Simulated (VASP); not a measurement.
A run of VASP 6.6.1 is set up as follows.

File INCAR:

```
SYSTEM = CdS
ALGO = Normal
EDIFF = 1E-7
EDIFFG = -0.04
ENCUT = 600
GGA = PE
IBRION = 2
ISIF = 3
ISMEAR = 0
LASPH = .TRUE.
LCHARG = .FALSE.
LREAL = .FALSE.
LWAVE = .FALSE.
NELM = 60
NSW = 90
PREC = Accurate
SIGMA = 0.1
```

File KPOINTS:

```
k-points
0
G
  4 4 4
  0 0 0
```

The input POSCAR:

```
CdS
1.0
    0.0000000000      3.7551168270      3.7551168270
    3.7551168270      0.0000000000      3.7551168270
    3.7551168270      3.7551168270      0.0000000000
Cd S
2 2
Direct
    0.5000000000      0.5000000000      0.5000000000
    0.7500000000      0.7500000000      0.7500000000
    0.0000000000      0.0000000000      0.0000000000
    0.2500000000      0.2500000000      0.2500000000
```

Potentials or basis: VASP PAW PBE potentials, release 64 (Cd, S).

Launch:

```console
$ cat potpaw_PBE.64/Cd/POTCAR potpaw_PBE.64/S/POTCAR > POTCAR
$ mpirun -np 1 vasp_std > vasp.out
```

(1) What does it give for the relaxed cell?

(2) Estimate the space group after relaxing (to 0.05 Å).

(3) Estimate the relaxed volume.

Results:

(1) a = 4.840 Å, b = 4.840 Å, c = 4.840 Å, α = 60.00°, β = 60.00°, γ = 60.00°.

(2) Fd-3m (No. 227).

(3) 20.05 Å³/atom.

Caveat: the k points lie up to 0.40 Å⁻¹ apart in the final cell; the volume moved by over 15 % at a fixed basis, so the end points are rough.
